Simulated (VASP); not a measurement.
A run of VASP 6.6.1 is set up as follows.

File INCAR:

```
SYSTEM = SnS
PREC = Accurate ; ENCUT = 500
EDIFF = 1E-6 ; ISMEAR = 0
SIGMA = 0.05 ; LREAL = .False.
LASPH = .True. ; NELM = 120
ALGO = Normal ; ISIF = 2
LWAVE = .False. ; LCHARG = .False.
GGA = PS ; NBANDS = 50
GGA_COMPAT = .False.
```

Contents of KPOINTS:

```
regular mesh
0
Gamma
  4 8 6
  0 0 0
```

Contents of POSCAR:

```
SnS
1.0
   11.0967523774      0.0000000000      0.0000000000
    0.0000000000      4.0242523306      0.0000000000
    0.0000000000      0.0000000000      4.2315428581
Sn S
4 4
Direct
    0.1185767382      0.2500000000      0.1101694999
    0.3814232618      0.7500000000      0.6101694999
    0.6185767382      0.2500000000      0.3898305001
    0.8814232618      0.7500000000      0.8898305001
    0.8533462424      0.2500000000      0.4747534667
    0.6466537576      0.7500000000      0.9747534667
    0.3533462424      0.2500000000      0.0252465333
    0.1466537576      0.7500000000      0.5252465333
```

Potentials or basis: VASP PAW PBE potentials, release 64 (Sn_d, S).

Command:

```console
$ cat potpaw_PBE.64/Sn_d/POTCAR potpaw_PBE.64/S/POTCAR > POTCAR
$ mpirun -np 1 vasp_std > vasp.out
```

(1) What does it give for the largest force?

(2) What does it give for the pressure?

(3) Predict the band gap on the k mesh.

## Answers

(1) 0.033 eV/Å.

(2) -0.6 GPa.

(3) 0.86 eV (least direct gap 1.07 eV).

Caveat: the cell differs from its parent crystal (strain +0.0100 x Voigt [0, 1, 0, 0, 0, 0]); the PAW data sets were made with another functional, which shifts forces and pressure a little; spin-orbit coupling is left out, which moves the levels of the heavy elements.
